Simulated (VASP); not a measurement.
Wanted: the native input for a VASP 6.6.1 run.

| Property | Result |
| --- | --- |
| Task | single point |
| Functional | PBE |
| Potentials or basis | VASP PAW PBE potentials, release 64 (Ti_sv, S) |
| Cutoff | 520 eV |
| k mesh | 5 × 6 × 1 |
| Occupations | gaussian, width 0.1 eV |
| Spin | no spin polarisation |
| Dipole correction | yes |
| Further INCAR settings | ALGO = Normal; EDIFF = 1e-06; NBANDS = 87 |

The structure of Ti12S lies in POSCAR:

```
Ti12S
1.0
    5.8763264169      0.0000000000      0.0000000000
    0.0000000000      4.6504654180      0.0000000000
    0.0000000000      0.0000000000     21.2842241737
Ti S
12 1
Direct
    0.0000000000      0.7500000000      0.1879326194
    0.5000000000      0.7500000000      0.1879326194
    0.2500000000      0.2500000000      0.2277825407
    0.7500000000      0.2500000000      0.2277825407
    0.2500000000      0.7500000000      0.3074823835
    0.7500000000      0.7500000000      0.3074823835
    0.0000000000      0.2500000000      0.3461291986
    0.5000000000      0.2500000000      0.3461291986
    0.0000000000      0.7500000000      0.4220680061
    0.5000000000      0.7500000000      0.4220680061
    0.2500000000      0.2500000000      0.4596937193
    0.7500000000      0.2500000000      0.4596937193
    0.5000000000      0.2500000000      0.5427550867
```

One way to write it, as run:

INCAR

```
SYSTEM = Ti12S
ALGO = Normal
DIPOL = 0.5 0.5 0.342
EDIFF = 1E-6
ENCUT = 520
GGA = PE
IDIPOL = 3
ISIF = 2
ISMEAR = 0
LASPH = .True.
LCHARG = .False.
LDIPOL = .True.
LREAL = .False.
LWAVE = .False.
NBANDS = 87
NELM = 100
PREC = Accurate
SIGMA = 0.1
```

KPOINTS

```
k-points
0
Gamma
  5 6 1
  0 0 0
```

Potentials or basis: VASP PAW PBE potentials, release 64 (Ti_sv, S).

Launch:

```sh
$ cat potpaw_PBE.64/Ti_sv/POTCAR potpaw_PBE.64/S/POTCAR > POTCAR
$ mpirun -np 1 vasp_std > vasp.out
```

It gave:

```yaml
Largest_force: 0.487 eV/Å
Band_gap_on_the_k_mesh: zero (bands 75 and 76 overlap by 0.26 eV)
```

It took 21 min on 1 thread of Intel(R) Xeon(R) 6975P-C (Granite Rapids), on a shared host, peak memory 0.8 GiB.
